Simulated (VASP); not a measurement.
The system is Al16CN14 (a cell with a defect).

```
Al N C
1.0
     6.25951    0.00000    0.00000
    -3.12976    5.42090    0.00000
     0.00000    0.00000   10.03481
Al N C
16 14 1
Cartesian
  1.5633 0.9086 2.5229
  0.0075 1.7975 5.0049
  1.5752 0.9010 7.5297
  -0.0131 1.8040 10.0383
  0.0007 3.6128 2.5352
  -1.5548 4.5174 5.0306
  0.0120 3.6108 7.5248
  -1.5583 4.5196 10.0059
  4.6634 0.9021 2.5421
  3.1481 1.8196 5.0242
  4.7040 0.9021 7.5223
  3.1310 1.7981 10.0251
  3.0268 3.5517 2.5307
  1.5856 4.5231 5.0230
  3.1463 3.6133 7.4904
  1.5628 4.5281 10.0103
  1.5744 0.9028 4.3997
  -0.0173 1.7943 1.9087
  1.5438 0.9081 9.4581
  0.0252 1.7992 6.9252
  -0.0010 3.6277 4.4136
  -0.0092 3.6160 9.4463
  -1.5262 4.5200 6.9620
  4.6854 0.9070 4.4257
  3.1051 1.7784 1.8766
  4.6872 0.9147 9.4286
  3.1462 1.7864 6.9581
  1.5404 4.5278 1.8645
  3.1269 3.6175 9.4549
  1.5775 4.5120 6.9570
  3.1491 3.6329 4.4037
```

Base run:

- Program: VASP 6.6.1
- Functional: PBE
- Potentials or basis: VASP PAW PBE potentials, release 64 (Al, N, C)
- Cutoff: 520 eV
- k mesh: 1 × 1 × 1, shifted
- Occupations: gaussian, width 0.01 eV
- Spin: no spin polarisation

Its results: band gap on the k mesh 2.77 eV; pressure 1.2 GPa; largest force 0.030 eV/Å.

Question: The run is repeated on the same cell with these changes: functional from PBE to HSE06; occupations from gaussian, width 0.01 eV to fermi-dirac, width 0.01 eV. What comes out?

Answer: Band gap on the k mesh 3.85 eV; pressure -4.0 GPa; largest force 0.263 eV/Å.

Caveats: the PAW data sets were made with another functional, which shifts forces and pressure a little (at least some runs).

A k mesh can miss the band edges.
